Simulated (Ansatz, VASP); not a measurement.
# Ga2O3 in VASP and in Ansatz

```
Ga O
1.0
     2.46551    1.42346    4.54104
    -2.46551    1.42346    4.54104
     0.00000   -2.84692    4.54104
Ga O
4 6
Direct
  0.35587 0.35587 0.35587
  0.14413 0.14413 0.14413
  0.64413 0.64413 0.64413
  0.85587 0.85587 0.85587
  0.55317 0.94683 0.25000
  0.25000 0.55317 0.94683
  0.94683 0.25000 0.55317
  0.44683 0.05317 0.75000
  0.75000 0.44683 0.05317
  0.05317 0.75000 0.44683
```

Change from the starting cell: strain -0.025 along x and y, +0.000 along z, atoms carried along.

Alike in both runs: task single point; functional PBE; k mesh 6 × 6 × 6; occupations gaussian, width 0.05 eV; no spin polarisation.

|  | VASP | Ansatz |
| --- | --- | --- |
| version | VASP 6.6.1 | Ansatz 0.2.0 |
| potentials or method | VASP PAW PBE potentials, release 64 (Ga_d, O), cutoff 520 eV | scalar-relativistic, plane waves, PAW |
| valence electrons in the cell | 88 | 88 |

```csv
,VASP,Ansatz,Ansatz less VASP
gap on the k mesh at the Fermi level (eV),2.93,2.93,+0.007
least direct gap on the mesh (eV),3.15,3.16,+0.006
pressure (GPa),13.0,12.0,-1.01
"traceless stress, the component that is largest in VASP (GPa)",-5.83,-5.76,+0.065
rms of the force components (eV/Å),0.057,0.063,+0.0062
```

Atom by atom the forces differ by 0.006 eV/Å (rms over components). The functional is the same, so the differences come from potentials, cutoffs and numerics.
